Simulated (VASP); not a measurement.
A run of VASP 6.6.1 is set up as follows.

INCAR

```
ALGO = Normal
EDIFF = 1E-6
ENCUT = 520
GGA = PE
ISIF = 2
ISMEAR = -1
ISYM = 0
LASPH = T
LCHARG = T
LELF = T
LREAL = Auto
LVHAR = T
LWAVE = F
NBANDS = 88
NELM = 80
PREC = Accurate
SIGMA = 0.1172
```

The input KPOINTS:

```
k-points
0
Gamma
  1 1 1
```

File POSCAR:

```
Ba5Na4Al2O10
1.0
    6.9327090000     -0.0765500000      0.0671430000
   -0.0765500000      7.2143380000     -0.0554530000
    0.0671430000     -0.0554530000      6.7389310000
Ba O Al Na
5 10 2 4
Direct
    0.7401424780      0.9252287396      0.1650036664
    0.3867033364      0.6656660584      0.8566497799
    0.9226152180      0.6928759011      0.8203658553
    0.4559839716      0.1197803406      0.6287178259
    0.9506603565      0.1459484708      0.6427884619
    0.1694331427      0.1020815784      0.3523326593
    0.6147085677      0.3771202052      0.8420227287
    0.0043004390      0.4675136874      0.4671444614
    0.4408273917      0.5407591037      0.3572685699
    0.2409786464      0.7756826366      0.5680811838
    0.6964136449      0.8508006932      0.6854869340
    0.6941176663      0.1832049894      0.3262223821
    0.4442470394     -0.0216454745      0.0284406554
    0.0849720511      0.7064760723      0.1731117204
    1.0556836920      0.0405994471      0.9713008771
    0.2048912930     -0.0231346967      0.1412556525
    0.2093813021      0.6014020029      0.3784860027
    0.7094698367      0.4870108808      0.1950875118
   -0.0312516412      0.2781422744      0.1753321339
    0.4005927460      0.2804355118      0.1784609446
    0.6580862177      0.5630907953      0.5431594701
```

Potentials or basis: VASP PAW PBE potentials, release 64 (Ba_sv, O, Al, Na_pv).

Command:

```console
$ cat potpaw_PBE.64/Ba_sv/POTCAR potpaw_PBE.64/O/POTCAR potpaw_PBE.64/Al/POTCAR potpaw_PBE.64/Na_pv/POTCAR > POTCAR
$ mpirun -np 1 vasp_gam > vasp.out
```

(1) Estimate the largest force.

(2) What does it give for the pressure?

(3) Estimate the band gap on the k mesh.

Results:

(1) 4.260 eV/Å.

(2) 12.1 GPa.

(3) 2.10 eV.

Caveat: the k points lie up to 0.93 Å⁻¹ apart; spin-orbit coupling is left out, which moves the levels of the heavy elements.
